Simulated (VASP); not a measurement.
Runs of VASP 6.6.1 on Ti. The structure is that of space group Fm-3m (No. 225), or close to it. The cells are those of the table. 

```csv
task,cell,k mesh,cutoff (eV),gap on the mesh (eV),pressure (GPa)
single point,"a = 2.440 Å, angles 60.0°, 1 atom",19 × 19 × 19,520,none,128.6
relaxation of cell and atoms,"relaxed to 130 GPa from a = 2.440 Å, angles 60.0°, 1 atom",19 × 19 × 19,600,none,130.0
relaxation of cell and atoms,"relaxed to 130 GPa from a = 2.446 Å, angles 60.0°, 1 atom",19 × 19 × 19,600,none,130.0
single point,"a = 2.446 Å, angles 60.0°, 1 atom",19 × 19 × 19,520,none,125.5
single point,"a = 2.910 Å, angles 60.0°, 1 atom",17 × 17 × 17,520,none,(a)
```

Alike in all rows: level PBE; potentials or basis VASP PAW PBE potentials, release 64 (Ti_sv); no spin polarisation; smearing fermi-dirac 0.1 eV.

Q: Estimate the missing entries.

A: (a) -0.3.

Caveats: the cell is relaxed towards a set pressure, so the enthalpy falls and the energy may rise (some runs).

A gap of «none» marks levels without a gap at the run's occupations.
